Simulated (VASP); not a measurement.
Runs of VASP 6.6.1 on CdSe (rocksalt type). The structure is that of space group Fm-3m (No. 225), or close to it. The cells are those of the table. 

```csv
task,spin,cell,k mesh for the DOS,occupations for the DOS,gap on the mesh (eV),pressure (GPa)
single point,off,"a = 3.813 Å, angles 60.0°, 2 atoms",-,-,none,13.2
single point,off,"a = 3.694 Å, angles 60.0°, 2 atoms",-,-,none,(a)
single point,"collinear, ferromagnetic start","a = 3.898 Å, angles 60.0°, 2 atoms",-,-,none,5.7
single point,off,"a = 3.898 Å, angles 60.0°, 2 atoms",-,-,none,5.7
```

Alike in all rows: level PBEsol; potentials or basis VASP PAW PBE potentials, release 64 (Cd, Se); k mesh 12 × 12 × 12; cutoff (eV) 520; smearing fermi-dirac 0.05 eV.

Estimate the missing entries.

(a) 28.4.

Caveats: the PAW data sets were made with another functional, which shifts forces and pressure a little.

A k mesh can miss the band edges, and the runs leave out spin-orbit coupling on Cd, Se.

A gap of «none» marks levels without a gap at the run's occupations.
